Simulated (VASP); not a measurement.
# SiSe3 (Imma) in VASP: further runs, part 2 of 2

VASP 6.6.1.

### Step 4. Relaxation of cell and atoms, PBE

The input, INCAR:

```
SYSTEM = SiSe3
ALGO     = Normal         ! electronic algorithm
EDIFF    = 1E-7           ! SCF threshold, eV
EDIFFG   = -0.04          ! ionic threshold
ENCUT    = 600            ! plane-wave cutoff, eV
GGA      = PE             ! functional
IBRION   = 2              ! ionic algorithm
ISIF     = 3              ! what is computed and relaxed
ISMEAR   = 0              ! smearing method
LASPH    = .TRUE.         ! aspherical terms in the spheres
LCHARG   = .FALSE.        ! write CHGCAR
LREAL    = .FALSE.        ! projectors in reciprocal space
LWAVE    = .FALSE.        ! write WAVECAR
NELM     = 60             ! most SCF steps
NSW      = 90             ! ionic steps
PREC     = Accurate       ! precision mode
SIGMA    = 0.1            ! smearing width, eV
```

The input, KPOINTS:

```
k-points
0
G
  4 4 4
  0 0 0
```

The input, POSCAR:

```
SiSe3
1.0
   -3.2526911900      4.6000000000      3.2526911900
    3.2526911900     -4.6000000000      3.2526911900
    3.2526911900      4.6000000000     -3.2526911900
Si Se
2 6
Direct
    0.0000000000      0.0000000000      0.0000000000
    0.5000000000      0.0000000000      0.5000000000
    0.1934350600      0.9434350600      0.2500000000
    0.7217175300      0.5000000000      0.7217175300
    0.2782824700      0.0000000000      0.7782824700
    0.8065649400      0.0565649400      0.7500000000
    0.2782824700      0.5000000000      0.2782824700
    0.7217175300      0.0000000000      0.2217175300
```

Potentials or basis: VASP PAW PBE potentials, release 64 (Si, Se).

Launch:

```sh
$ cat potpaw_PBE.64/Si/POTCAR potpaw_PBE.64/Se/POTCAR > POTCAR
$ mpirun -np 1 vasp_std > vasp.out
```

OUTCAR:

```text
SYSTEM = SiSe3
   EDIFF = 1E-7
   EDIFFG = -0.04
   ENCUT = 600
   GGA = PE
   IBRION = 2
   ISIF = 3
   ISMEAR = 0
   LASPH = .TRUE.
   LREAL = .FALSE.
   NELM = 60
   NSW = 90
   PREC = Accurate

 ion  position               nearest neighbor table
   1  0.000  0.000  0.000-   5 2.31   7 2.31   8 2.31   4 2.31   6 2.33   3 2.33
   2  0.500  0.000  0.500-   4 2.31   5 2.31   8 2.31   7 2.31   3 2.33   6 2.33
   3  0.193  0.943  0.250-   1 2.33   2 2.33
   4  0.722  0.500  0.722-   1 2.31   2 2.31
   5  0.278  0.000  0.778-   1 2.31   2 2.31
   6  0.807  0.057  0.750-   1 2.33   2 2.33
   7  0.278  0.500  0.278-   2 2.31   1 2.31
   8  0.722  0.000  0.222-   1 2.31   2 2.31

  LATTYP: Found a face centered cubic cell.
 ALAT       =     9.1999999902

  Lattice vectors:

 A1 = (   0.0000000000,   0.0000000000,  -6.5053823800)
 A2 = (  -3.2526911900,   4.6000000000,  -3.2526911900)
 A3 = (   3.2526911900,   4.6000000000,  -3.2526911900)

Analysis of symmetry for initial positions (statically):
=====================================================================
 Subroutine PRICEL returns:
 Original cell was already a primitive cell.

 Routine SETGRP: Setting up the symmetry group for a
 face centered cubic supercell.

 Subroutine GETGRP returns: Found  8 space group operations
 (whereof  4 operations were pure point group operations)
 out of a pool of 48 trial point group operations.

The static configuration has the point symmetry C_2h.
 The point group associated with its full space group is D_2h.

Analysis of symmetry for dynamics (positions and initial velocities):
=====================================================================
 Subroutine PRICEL returns:
 Original cell was already a primitive cell.

 Routine SETGRP: Setting up the symmetry group for a
 face centered cubic supercell.

 Subroutine GETGRP returns: Found  8 space group operations
 (whereof  4 operations were pure point group operations)
 out of a pool of 48 trial point group operations.

The dynamic configuration has the point symmetry C_2h.
 The point group associated with its full space group is D_2h.

 Subroutine INISYM returns: Found  8 space group operations
 (whereof  4 operations are pure point group operations),
 and found     1 'primitive' translations

----------------------------------------------------------------------------------------

                                     Primitive cell

  volume of cell :     194.6720

  direct lattice vectors                    reciprocal lattice vectors
    -3.252691190  4.600000000  3.252691190     0.000000000  0.108695652  0.153718866
     3.252691190 -4.600000000  3.252691190     0.153718866  0.000000000  0.153718866
     3.252691190  4.600000000 -3.252691190     0.153718866  0.108695652  0.000000000

  length of vectors
     6.505382383  6.505382383  6.505382383     0.188266392  0.217391305  0.188266392

  position of ions in fractional coordinates (direct lattice)
     0.000000000  0.000000000  0.000000000
     0.500000000  0.000000000  0.500000000
     0.193435060  0.943435060  0.250000000
     0.721717530  0.500000000  0.721717530
     0.278282470  0.000000000  0.778282470
     0.806564940  0.056564940  0.750000000
     0.278282470  0.500000000  0.278282470
     0.721717530  0.000000000  0.221717530

  ion indices of the primitive-cell ions
   primitive index   ion index
[... 39 lines left out ...]
 -0.250000  0.250000  0.000000      4.000000
  0.500000  0.000000 -0.000000      2.000000
  0.500000  0.500000  0.000000      2.000000
  0.000000  0.250000  0.000000      4.000000
[... 10 lines left out ...]
  0.250000  0.250000  0.250000      2.000000
  0.250000  0.500000 -0.250000      4.000000
   k-points           NKPTS =     18   k-points in BZ     NKDIM =     18   number of bands    NBANDS=     27
   number of dos      NEDOS =    301   number of ions     NIONS =      8
   total plane-waves  NPLWV = 157464
   dimension x,y,z NGX =    54 NGY =   54 NGZ =   54
   dimension x,y,z NGXF=   108 NGYF=  108 NGZF=  108
   ions per type =               2   6
   NGX,Y,Z   is equivalent  to a cutoff of  13.80, 13.80, 13.80 a.u.
   NGXF,Y,Z  is equivalent  to a cutoff of  27.60, 27.60, 27.60 a.u.
 SYSTEM =  SiSe3
   PREC   = accura    normal or accurate (medium, high low for compatibility)
   ISTART =      0    job   : 0-new  1-cont  2-samecut
   ICHARG =      2    charge: 1-file 2-atom 10-const
   ISPIN  =      1    spin polarized calculation?
   LNONCOLLINEAR =      F non collinear calculations
   LSORBIT =      F    spin-orbit coupling
   LASPH  =      T    aspherical Exc in radial PAW
   ENCUT  =  600.0 eV  44.10 Ry    6.64 a.u.  12.99 12.99 12.99*2*pi/ulx,y,z
   NELM   =     60;   NELMIN=  2; NELMDL= -5     # of ELM steps
   EDIFF  = 0.1E-06   stopping-criterion for ELM
   LREAL  =      F    real-space projection
   EDIFFG = -.4E-01   stopping-criterion for IOM
   NSW    =     90    number of steps for IOM
   IBRION =      2    ionic relax: 0-MD 1-quasi-New 2-CG
   NFREE  =      1    steps in history (QN), initial steepest desc. (CG)
   ISIF   =      3    stress and relaxation
   ISYM   =      2    0-nonsym 1-usesym 2-fastsym
   POTIM  = 0.5000    time-step for ionic-motion
   TEBEG  =    0.0;   TEEND  =   0.0 temperature during run
   PSTRESS=    0.0 pullay stress
   NELECT =      44.0000    total number of electrons
   NUPDOWN=      -1.0000    fix difference up-down
   EMIN   =  10.00;   EMAX   =-10.00  energy-range for DOS
   EFERMI =   0.00;   METHOD = LEGACY
   ISMEAR =     0;   SIGMA  =   0.10  broadening in eV -4-tet -1-fermi 0-gaus
   EFERMI_NEDOS =   21; number of points for ismear=-14 and -15
   IALGO  =     38    algorithm
   IMIX   =      4    mixing-type and parameters
     AMIX     =   0.40;   BMIX     =  1.00
     AMIX_MAG =   1.60;   BMIX_MAG =  1.00
  volume/ion in A,a.u.               =      24.33       164.21
  Fermi-wavevector in a.u.,A,eV,Ry     =   0.997221  1.884474 13.530298  0.994449
  Thomas-Fermi vector in A             =   2.129362
   LORBIT       =      0    0 simple, 1 ext, 2 COOP (PROOUT), +10 PAW based schemes
   GGA     = PE    functional components
   LHFCALC =     F    Hartree Fock is set to
   AEXX    =    0.0000 exact exchange contribution
   IVDW    =     0    specifies the selected vdW correction
   LEPSILON=     F    determine dielectric tensor
   LRPA    =     F    only Hartree local field effects (RPA)
 conjugate gradient relaxation of ions
 non-spin polarized calculation
 Gauss-broadening in eV      SIGMA  =   0.10
  energy-cutoff  :      600.00
  volume of cell :      194.67
 maximum number of plane-waves:      6588
 NGX is ok and might be reduce to    54
   NGX = 25   NGY = 25   NGZ = 25

--------------------------------------- Ionic step        1  -------------------------------------------

 number of electron      43.9999999 magnetization

 Free energy of the ion-electron system (eV)
  ---------------------------------------------------
  ext. energy  EPLUGINS =         0.00000000
  ---------------------------------------------------
  free energy    TOTEN  =       -27.97028688 eV

  energy without entropy =      -27.94168469  energy(sigma->0) =      -27.95598578

------------------------ aborting loop because EDIFF is reached ----------------------------------------

  FORCE on cell =-STRESS in cart. coord.  units (eV):
  Direction    XX          YY          ZZ          XY          YZ          ZX
  --------------------------------------------------------------------------------------
  -------------------------------------------------------------------------------------
  Total       10.5982415      9.9946557     12.1235963      0.0000000      0.0000000      0.0000000
  in kB       87.2249852     82.2573909     99.7788646      0.0000000      0.0000000      0.0000000
  external PRESSURE =      89.7537469 kB  Pullay stress =       0.0000000 kB
[... 107 lines left out ...]
  FREE ENERGIE OF THE ION-ELECTRON SYSTEM (eV)
  ---------------------------------------------------
  free  energy   TOTEN  =       -28.7518889221 eV

  energy  without entropy=      -28.7143811598  energy(sigma->0) =      -28.73313504

[... ionic steps 4 to 17 ...]

--------------------------------------- Ionic step       18  -------------------------------------------

 number of electron      43.9999997 magnetization

------------------------ aborting loop because EDIFF is reached ----------------------------------------
[... 79 lines left out ...]
--------------------------------------- Ionic step       20  -------------------------------------------

 number of electron      43.9999998 magnetization

 Free energy of the ion-electron system (eV)
  ---------------------------------------------------
  ext. energy  EPLUGINS =         0.00000000
  ---------------------------------------------------
  free energy    TOTEN  =       -30.74865927 eV

  energy without entropy =      -30.74037650  energy(sigma->0) =      -30.74451788

 E-fermi :   3.2955     XC(G=0):  -8.8856

 val. band max:        3.2057554995   @ k =   0.2500   0.5000  -0.2500
 cond. band min:       3.3685578811   @ k =  -0.2500  -0.2500   0.2500
 fundamental gap:      0.1628023816
 Fermi energy:         3.2955367787

 k-point     1 :       0.0000    0.0000    0.0000
  band No.  band energies     occupation
      1     -11.9838      2.00000
      2     -10.8577      2.00000
      3      -9.3405      2.00000
      4      -9.3135      2.00000
      5      -8.4498      2.00000
      6      -8.1865      2.00000
[... 564 lines left out ...]
  FREE ENERGIE OF THE ION-ELECTRON SYSTEM (eV)
  ---------------------------------------------------
  free  energy   TOTEN  =       -30.7486592672 eV

  energy  without entropy=      -30.7403764964  energy(sigma->0) =      -30.74451788

 reached required accuracy - stopping structural energy minimisation
```

It took 21 min on 1 thread of Intel Xeon 6975P-C (Granite Rapids), shared host; peak memory 0.47 GiB.

Results:

- Free energy: -30.7487 eV
- Relaxed volume: 25.27 Å³/atom
- Relaxed cell: a = 6.683 Å, b = 6.683 Å, c = 6.683 Å, α = 131.97°, β = 96.01°, γ = 103.09°
- Space group after relaxing (to 0.1 Å): Imma (No. 74)
- Energy gained by relaxing: 347.3 meV/atom
- Ionic steps: 20
- Pressure after relaxing: 0.0 GPa
- Largest force after relaxing: 0.025 eV/Å
- Band gap on the k mesh: zero (bands 22 and 23 overlap by 1.21 eV)

Forces on the atoms (eV/Å):
```
Si   0.000  0.000  0.000
Si   0.000  0.000  0.000
Se   0.000  0.000 -0.020
Se   0.000  0.025  0.000
Se   0.000 -0.025  0.000
Se   0.000  0.000  0.020
Se   0.000 -0.025  0.000
Se   0.000  0.025  0.000
```

Stress tensor (GPa, compression positive):
```
 0.06  0.00  0.00
 0.00 -0.09  0.00
 0.00  0.00  0.07
```

Step by step:
| step | energy change (eV) | largest force (eV/Å) | pressure (GPa) | volume (Å³) |
| --- | --- | --- | --- | --- |
| 1 | 0.0000 | 0.7215 | 8.98 | 194.67 |
| 2 | -0.7035 | 0.2325 | -2.31 | 235.65 |
| 3 | -0.7816 | 0.3201 | -0.23 | 224.24 |
| 4 | -0.7815 | 0.3149 | -0.36 | 224.86 |
| 5 | -0.8262 | 0.3256 | -0.38 | 224.25 |
| 6 | -0.9947 | 0.3883 | -0.46 | 222.34 |
| 7 | -1.3773 | 0.5476 | -0.60 | 218.16 |
| 8 | -2.2727 | 0.2420 | -0.89 | 208.37 |
| 9 | -0.6482 | 2.3035 | 9.50 | 183.87 |
| 10 | -2.4598 | 0.2901 | -0.81 | 204.62 |
| 11 | -2.5289 | 0.5802 | -0.17 | 200.35 |
| 12 | -2.5709 | 0.6799 | 0.20 | 198.75 |
| 13 | -2.5720 | 0.6927 | 0.27 | 198.49 |
| 14 | -2.6193 | 0.6583 | 0.04 | 199.35 |
| 15 | -2.7131 | 0.5166 | -0.51 | 201.93 |
| 16 | -2.6787 | 0.1492 | -1.10 | 206.95 |
| 17 | -2.7351 | 0.3794 | -0.80 | 203.85 |
| 18 | -2.7713 | 0.1235 | -0.05 | 201.85 |
| 19 | -2.7753 | 0.0165 | 0.31 | 200.99 |
| 20 | -2.7784 | 0.0248 | 0.01 | 202.14 |

Final structure:
```
Si Se
1.0
    -2.71974    4.47104    4.15584
     2.71974   -4.47104    4.15584
     2.71974    4.47104   -4.15584
Si Se
2 6
Cartesian
  0.0000 0.0000 0.0000
  0.0000 4.4710 0.0000
  2.7197 -2.2355 3.2770
  1.3599 3.8118 2.0779
  1.3599 5.1303 -2.0779
  0.0000 6.7066 0.8789
  1.3599 0.6593 2.0779
  -1.3599 3.8118 2.0779
```

Levels at points of the mesh, in eV from the Fermi level:
| k point | band 17 | band 18 | band 19 | band 20 | band 21 | band 22 | band 23 | band 24 | band 25 | band 26 |
| --- | --- | --- | --- | --- | --- | --- | --- | --- | --- | --- |
| (0.00, 0.00, 0.00) | -1.32 | -1.21 | -0.72 | -0.43 | -0.37 | 0.20 | 0.24 | 1.62 | 2.16 | 3.09 |
| (0.50, 0.00, 0.00) | -2.21 | -2.01 | -2.01 | -1.68 | -0.42 | 0.54 | 0.62 | 0.98 | 3.09 | 3.68 |
| (0.50, 0.50, 0.00) | -2.14 | -2.14 | -1.76 | -1.76 | -1.30 | -1.30 | -0.23 | -0.23 | 1.15 | 1.15 |
| (0.00, 0.50, 0.00) | -1.81 | -1.59 | -1.46 | -1.38 | -0.77 | -0.62 | -0.52 | -0.25 | 0.72 | 2.18 |
| (0.50, 0.50, 0.50) | -1.86 | -1.70 | -1.28 | -1.13 | -0.92 | 0.11 | 0.44 | 0.78 | 1.71 | 2.32 |

### Step 5. Single point, PBE

This run uses another cell than the first one, of 24.41 Å³/atom.

The input, INCAR:

```
ALGO = Normal
EDIFF = 1E-6
ENCUT = 520
GGA = PE
ISIF = 2
ISMEAR = 0
LASPH = True
LCHARG = False
LREAL = False
LWAVE = False
NBANDS = 32
NELM = 80
PREC = Accurate
SIGMA = 0.1
```

The input, KPOINTS:

```
k-points
0
Gamma
  8 8 8
```

The input, POSCAR:

```
SiSe3
1.0
   -3.6704645417      3.9552041916      3.3622115774
    3.6704645417     -3.9552041916      3.3622115774
    3.6704645417      3.9552041916     -3.3622115774
Si Se
2 6
Direct
    0.0000000000      0.0000000000      0.0000000000
    0.5000000000      0.0000000000      0.5000000000
    0.0534529392      0.8034529392      0.2500000000
    0.6509610086      0.5000000000      0.6509610086
    0.3490389914      0.0000000000      0.8490389914
    0.9465470608      0.1965470608      0.7500000000
    0.3490389914      0.5000000000      0.3490389914
    0.6509610086      0.0000000000      0.1509610086
```

Launch:

```sh
$ cat potpaw_PBE.64/Si/POTCAR potpaw_PBE.64/Se/POTCAR > POTCAR
$ mpirun -np 1 vasp_std > vasp.out
```

It took 4.2 min on 1 thread of Intel Xeon 6975P-C (Granite Rapids), shared host; peak memory 0.62 GiB.

It converged, with:

```yaml
Free_energy: -31.7433 eV
Pressure: 0.1 GPa
Largest_force: 0.021 eV/Å
Band_gap_on_the_k_mesh: zero (bands 22 and 23 overlap by 0.59 eV)
```

Forces in eV/Å, atoms in the order of the input:
```
Si   0.000  0.000  0.000
Si   0.000  0.000  0.000
Se   0.000  0.000 -0.011
Se   0.000  0.021  0.000
Se   0.000 -0.021  0.000
Se   0.000  0.000  0.011
Se   0.000 -0.021  0.000
Se   0.000  0.021  0.000
```

Stress tensor (GPa, compression positive):
```
0.03 0.00 0.00
0.00 0.15 0.00
0.00 0.00 0.05
```

Levels at points of the mesh, in eV from the Fermi level:
| k point | band 20 | band 21 | band 22 | band 23 | band 24 | band 25 |
| --- | --- | --- | --- | --- | --- | --- |
| (0.00, 0.00, 0.00) | -1.23 | -0.13 | 0.16 | 0.36 | 0.57 | 1.39 |
| (0.50, 0.00, 0.00) | -1.34 | -0.73 | -0.43 | 0.21 | 0.71 | 1.42 |
| (0.00, 0.50, 0.00) | -1.11 | -1.11 | -1.10 | 0.75 | 0.97 | 1.36 |
| (0.50, 0.50, 0.00) | -1.97 | -0.72 | -0.72 | 0.73 | 0.73 | 2.07 |
| (0.50, 0.50, 0.50) | -0.71 | -0.54 | -0.43 | -0.18 | 0.43 | 0.81 |

### Step 6. Overview

```tsv
task	cell	k mesh	cutoff (eV)	gap on the mesh (eV)	pressure (GPa)	largest force (eV/Å)
single point	a = 6.505 Å, angles 120.0, 90.0, 120.0°, 8 atoms, atomic positions A	4 × 4 × 4	520	none	9.0	0.72
single point	a = 6.356 Å, angles 108.9, 103.1, 116.8°, 8 atoms, atomic positions B	4 × 4 × 4	520	none	0.1	0.02
relaxation of cell and atoms	relaxed from a = 6.505 Å, angles 120.0, 90.0, 120.0°, 8 atoms, atomic positions A	4 × 4 × 4	600	none	0.0	0.02
single point	a = 6.358 Å, angles 109.5, 103.1, 116.1°, 8 atoms, atomic positions C	8 × 8 × 8	520	none	0.1	0.02
```

Alike in all rows: level PBE; potentials or basis VASP PAW PBE potentials, release 64 (Si, Se); no spin polarisation; smearing gaussian 0.1 eV.

Caveats: the cell stands under pressure (at least some runs).

Total energies depend on the potentials used, so only differences within one code and one set of settings carry meaning.

The gap in the log of VASP goes by the Fermi energy; the results here count the filled bands.